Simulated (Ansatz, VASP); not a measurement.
Al: VASP beside Ansatz

```
CELL_PARAMETERS angstrom
2.84947 0.00000 0.00000
-1.42473 2.46771 0.00000
0.00000 0.00000 4.93089
ATOMIC_POSITIONS crystal
Al 0.33333 0.66667 0.25000
Al 0.66667 0.33333 0.75000
```

Alike in both runs: task single point; functional HSE06; k mesh 6 × 6 × 4; occupations fermi-dirac, width 0.05 eV; no spin polarisation.

|  | VASP | Ansatz |
| --- | --- | --- |
| version | VASP 6.6.1 | Ansatz 0.2.0 |
| potentials or method | VASP PAW PBE potentials, release 64 (Al) | Ansatz PAW |
| plane-wave cutoff (eV) | 520 | 420 |
| valence electrons in the cell | 6 | 6 |

VASP gave:

- gap on the k mesh at the Fermi level (eV): none
- pressure (GPa): -2.7
- traceless stress, the component that is largest in VASP (GPa): -1.53

Question: What did Ansatz give for the same quantities?

Answer: gap on the k mesh at the Fermi level (eV): none; pressure (GPa): -2.8; traceless stress, the component that is largest in VASP (GPa): -1.55.

A gap of «none» marks a metal or a gap that the smearing closes.

The k mesh is coarse, so the values compare programs but aren't converged.
